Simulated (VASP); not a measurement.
Crystal: Sc2InN3.

```
Sc In N
1.0
     5.09177    0.00000    0.00000
    -2.54589    4.40961    0.00000
     0.00000    0.00000    5.06099
Sc In N
2 1 3
Direct
  0.33333 0.66667 0.50000
  0.66667 0.33333 0.50000
  0.00000 0.00000 0.50000
  0.33333 0.66667 0.00000
  0.66667 0.33333 0.00000
  0.00000 0.00000 0.00000
```

Base run:

- Program: VASP 6.6.1
- Functional: PBE
- Potentials or basis: VASP PAW PBE potentials, release 64 (Sc_sv, In_d, N)
- Cutoff: 600 eV
- k mesh: 6 × 6 × 4
- Occupations: gaussian, width 0.1 eV
- Spin: no spin polarisation

Its results: pressure -9.9 GPa.

Question: The run is repeated on the same cell with these changes: spin from no spin polarisation to collinear spin, ferromagnetic start; further incar settings from ALGO = Normal; EDIFF = 1e-06; NBANDS = 34 to ALGO = Normal; EDIFF = 1e-06; NBANDS = 38. What comes out?

Answer: Pressure -7.6 GPa; net moment 2.79 μB per cell; site moments Sc -0.04; In -0.00; N +0.43, +1.22 μB.
